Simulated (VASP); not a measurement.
# TaN (P-1) in VASP: a series of runs, part 2 of 2

VASP 6.6.1.

## 3. Electric field gradients, LDA (equal xy, yz and zx shear strains of +2 %)

The input, INCAR:

```
SYSTEM = TaN
PREC = Accurate
ENCUT = 520
EDIFF = 1E-8
ISMEAR = -1
SIGMA = 0.03
LREAL = .False.
LASPH = .True.
NELM = 60
ALGO = Normal
ISIF = 2
LWAVE = .False.
LCHARG = .False.
LEFG = .True.
NBANDS = 33
```

The input, KPOINTS:

```
Automatic mesh
0
Gamma
  5 5 8
  0 0 0
```

The input, POSCAR:

```
TaN
1.0
    5.1849992558      0.0518499926      0.0518499926
   -2.5475962172      4.4644160778      0.0189784145
    0.0290800000      0.0290800000      2.9080000000
Ta N
3 3
Direct
    0.0000000000      0.0000000000      0.0000000000
    0.3333333333      0.6666666667      0.5000000000
    0.6666666667      0.3333333333      0.5000000000
    0.5000000000      0.0000000000      0.0000000000
    0.5000000000      0.5000000000      0.0000000000
    0.0000000000      0.5000000000      0.0000000000
```

Potentials or basis: VASP PAW LDA potentials, release 64 (Ta_pv, N).

Command:

```bash
cat potpaw_LDA.64/Ta_pv/POTCAR potpaw_LDA.64/N/POTCAR > POTCAR
mpirun -np 1 vasp_std > vasp.out
```

OUTCAR:

```text
SYSTEM = TaN
   PREC = Accurate
   ENCUT = 520
   EDIFF = 1E-8
   ISMEAR = -1
   LREAL = .False.
   LASPH = .True.
   NELM = 60
   ISIF = 2

 ion  position               nearest neighbor table
   1  0.000  0.000  0.000-   6 2.57   6 2.57   4 2.59   4 2.59   5 2.62   5 2.62   2 3.30   3 3.30
                             3 3.30   2 3.30   2 3.31   3 3.31   3 3.32   2 3.32   3 3.35   2 3.35
   2  0.333  0.667  0.500-   4 2.07   6 2.07   5 2.07   5 2.09   4 2.11   6 2.12   3 2.97   3 2.99
                             3 3.02   1 3.30   1 3.30   1 3.31   1 3.32   1 3.35   1 3.39
   3  0.667  0.333  0.500-   4 2.07   6 2.07   5 2.07   5 2.09   4 2.11   6 2.12   2 2.97   2 2.99
                             2 3.02   1 3.30   1 3.30   1 3.31   1 3.32   1 3.35   1 3.39
   4  0.500  0.000  0.000-   2 2.07   3 2.07   2 2.11   3 2.11   1 2.59   1 2.59
   5  0.500  0.500  0.000-   2 2.07   3 2.07   2 2.09   3 2.09   1 2.62   1 2.62
   6  0.000  0.500  0.000-   3 2.07   2 2.07   2 2.12   3 2.12   1 2.57   1 2.57

  LATTYP: Found a triclinic cell.
 ALAT       =     5.8942017873
 B/A-ratio  =     0.4934155447
 C/A-ratio  =     0.8720767365
 COS(alpha) =     0.0074204947
 COS(beta)  =     0.4319766960
 COS(gamma) =     0.4757357861

  Lattice vectors:

 A1 = (  -5.1559192558,  -0.0227699926,   2.8561500074)
[... 1085 lines left out ...]
    total drift:                               -0.000000      0.000000     -0.000000

  FREE ENERGIE OF THE ION-ELECTRON SYSTEM (eV)
  ---------------------------------------------------
  free  energy   TOTEN  =       -71.3044556811 eV

  energy  without entropy=      -71.3011444950  energy(sigma->0) =      -71.30280009

 Electric field gradients (V/A^2)
---------------------------------------------------------------------
 ion       V_xx      V_yy      V_zz      V_xy      V_xz      V_yz
---------------------------------------------------------------------
   1     168.894   167.432  -336.326    19.177    20.738    20.443
   2     186.174   186.977  -373.151    14.703    51.555    51.510
   3     186.174   186.977  -373.151    14.703    51.555    51.510
   4      33.094   -28.857    -4.237     1.663     0.501     3.809
   5     -13.081    17.235    -4.154    27.844     1.513    -0.219
   6     -13.606    17.942    -4.336   -25.595     4.331     2.761
---------------------------------------------------------------------

 Electric field gradients after diagonalization (V/A^2)
 (convention: |V_zz| > |V_xx| > |V_yy|)
----------------------------------------------------------------------
 ion       V_xx      V_yy      V_zz     asymmetry (V_yy - V_xx)/ V_zz
----------------------------------------------------------------------
   1     188.968   148.972  -337.940       0.118
   2     210.384   171.869  -382.253       0.101
   3     210.384   171.869  -382.253       0.101
   4     -29.472    -3.677    33.149       0.778
   5     -29.704    -4.085    33.789       0.758
   6     -28.965    -3.271    32.236       0.797
----------------------------------------------------------------------

           NMR quadrupolar parameters

 Cq : quadrupolar parameter    Cq=e*Q*V_zz/h
 eta: asymmetry parameters     (V_yy - V_xx)/ V_zz
 Q  : nuclear electric quadrupole moment in mb (millibarn)
----------------------------------------------------------------------
 ion       Cq(MHz)       eta       Q (mb)
----------------------------------------------------------------------
   1      -0.817       0.118       1.000
   2      -0.924       0.101       1.000
   3      -0.924       0.101       1.000
   4       0.080       0.778       1.000
   5       0.082       0.758       1.000
   6       0.078       0.797       1.000
----------------------------------------------------------------------
```

OSZICAR:

```text
N       E                     dE             d eps       ncg     rms          rms(c)
DAV:   1     0.437273908890E+03    0.43727E+03   -0.25935E+04  6666   0.152E+03
DAV:   2    -0.528999310378E+02   -0.49017E+03   -0.46733E+03  7595   0.441E+02
DAV:   3    -0.814674529476E+02   -0.28568E+02   -0.27962E+02  8090   0.102E+02
DAV:   4    -0.820523267276E+02   -0.58487E+00   -0.57888E+00  8363   0.137E+01
DAV:   5    -0.820663779662E+02   -0.14051E-01   -0.14031E-01  8457   0.167E+00    0.462E+01
DAV:   6    -0.720330431778E+02    0.10033E+02   -0.49488E+01  8054   0.384E+01    0.200E+01
DAV:   7    -0.715371227418E+02    0.49592E+00   -0.42996E+00  8571   0.146E+01    0.113E+01
DAV:   8    -0.713477609537E+02    0.18936E+00   -0.71410E-01  8387   0.531E+00    0.396E+00
DAV:   9    -0.713061797067E+02    0.41581E-01   -0.96898E-02  8316   0.287E+00    0.466E-01
DAV:  10    -0.713048174120E+02    0.13623E-02   -0.15960E-02  8513   0.677E-01    0.188E-01
DAV:  11    -0.713044642912E+02    0.35312E-03   -0.19188E-03  8388   0.295E-01    0.545E-02
DAV:  12    -0.713044560306E+02    0.82606E-05   -0.87047E-05  8333   0.610E-02    0.193E-02
DAV:  13    -0.713044558356E+02    0.19499E-06   -0.11514E-05  8703   0.176E-02    0.780E-03
DAV:  14    -0.713044556739E+02    0.16173E-06   -0.10635E-06  9117   0.643E-03    0.281E-03
DAV:  15    -0.713044557025E+02   -0.28577E-07   -0.28852E-07  7738   0.287E-03    0.142E-03
DAV:  16    -0.713044556826E+02    0.19888E-07   -0.47785E-08  6978   0.143E-03    0.538E-04
DAV:  17    -0.713044556811E+02    0.14629E-08   -0.10783E-08  4368   0.674E-04
   1 F= -.71304456E+02 E0= -.71302800E+02  d E =-.331119E-02
```

stdout:

```text
POSCAR found type information on POSCAR TaN
 POSCAR found :  2 types and       6 ions
 scaLAPACK will be used
 LDA part: xc-table for (Slater(with rela. corr.)+CA(PZ))
 , standard interpolation
 POSCAR, INCAR and KPOINTS ok, starting setup
 FFT: planning ... GRIDC
 FFT: planning ... GRID_SOFT
 FFT: planning ... GRID
 WAVECAR not read
 entering main loop
ion   1
     0.0000657    -0.2272561    -0.4555004     5.3661492    -0.4624116    -0.0363811
     0.0000905    -0.2272561    -0.4555004     5.3661492    -0.4624116    -0.0363811
     0.0001247    -0.2272561    -0.4555004     5.3661493    -0.4624116    -0.0363811
     0.0001717    -0.2272561    -0.4555004     5.3661494    -0.4624116    -0.0363811

     0.0000657   -17.7316345   -18.8703288   269.2202067   -19.1412096    -0.6745949
     0.0000905   -17.7248489   -18.8668740   269.1968935   -19.1376749    -0.6745264
     0.0001247   -17.7145027   -18.8617025   269.1648623   -19.1323808    -0.6744212
     0.0001717   -17.6987966   -18.8540018   269.1217327   -19.1244929    -0.6742600
[... 45 lines left out ...]
ion   6
     0.0000281    12.0905554    -1.2907827     2.5084467    -2.0994163     7.3381099
     0.0000381    12.0905554    -1.2907827     2.5084467    -2.0994163     7.3381099
     0.0000517    12.0905553    -1.2907827     2.5084467    -2.0994163     7.3381098
     0.0000701    12.0905551    -1.2907826     2.5084467    -2.0994162     7.3381097

     0.0000281    26.3334799    -2.9149382     4.5876253    -4.6617269    16.1256515
     0.0000381    26.3334775    -2.9149379     4.5876249    -4.6617264    16.1256500
     0.0000517    26.3334734    -2.9149374     4.5876244    -4.6617257    16.1256475
     0.0000701    26.3334666    -2.9149366     4.5876234    -4.6617245    16.1256433
```

Wall time 3.1 min (1 thread of AMD EPYC 7R13 (Zen 3), shared host); peak memory 0.26 GiB.

What came out:

```
Free energy                             : -71.3045 eV
Pressure                                : -2.6 GPa
Largest force                           : 0.233 eV/Å
Band gap on the k mesh                  : zero (bands 24 and 25 overlap by 1.91 eV)
Largest electric field gradient by atom : Ta -337.9, -382.3 (each value once); N +33.1, +33.8, +32.2 V/Å²
```

Forces on the atoms (eV/Å):
```
Ta   0.000  0.000  0.000
Ta  -0.232 -0.001  0.023
Ta   0.232  0.001 -0.023
N    0.000  0.000  0.000
N    0.000  0.000  0.000
N    0.000  0.000  0.000
```

Stress tensor (GPa, compression positive):
```
-2.02 -2.26 -4.02
-2.26 -1.87 -4.01
-4.02 -4.01 -3.97
```

Electric field gradients, principal values (V/Å²):
| atom | least | middle | greatest (by size) |
| --- | --- | --- | --- |
| 1 Ta | 148.972 | 188.968 | -337.940 |
| 2 Ta | 171.869 | 210.384 | -382.253 |
| 3 Ta | 171.869 | 210.384 | -382.253 |
| 4 N | -3.677 | -29.472 | 33.149 |
| 5 N | -4.085 | -29.704 | 33.789 |
| 6 N | -3.271 | -28.965 | 32.236 |

Caveat: the cell differs from its parent crystal (equal xy, yz and zx shear strains of +2 %); without QUAD_EFG the Cq values of the log hold for a quadrupole moment of 1 mb, not for the nuclei; spin-orbit coupling is left out, which moves the levels of the heavy elements.
